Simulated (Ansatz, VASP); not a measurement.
# Two plane-wave programs on GaF

```
Ga F
1.0
     0.00000    2.84624    2.84624
     2.84624    0.00000    2.84624
     2.84624    2.84624    0.00000
Ga F
1 1
Direct
  0.25000 0.25000 0.25000
  0.00000 0.00000 0.00000
```

Alike in both runs: task relaxation of cell and atoms; functional HF; k mesh 4 × 4 × 4; occupations fermi-dirac, width 0.05 eV; no spin polarisation.

```csv
,VASP,Ansatz
version,VASP 6.6.1,Ansatz 0.2.0
potentials or method,"VASP PAW PBE potentials, release 64 (Ga_d, F)",Ansatz PAW
plane-wave cutoff (eV),600,420
valence electrons in the cell,20,20
```

```tsv
	VASP	Ansatz	Ansatz less VASP
gap on the k mesh at the Fermi level, each at its own relaxed structure (eV)	9.29	9.31	+0.022
relaxed volume (Å³/atom)	26.06	26.39	+0.328
relaxed length of the cell vector where the two differ most in proportion (Å)	4.193	4.211	+0.0175
```

VASP's potentials were made for PBE, not for HF.

The k mesh is coarse, so the values compare programs but aren't converged. Noted on Ansatz's run: the plane-wave basis is chosen anew once the cell has moved, so the energies of steps on either side of that aren't comparable.
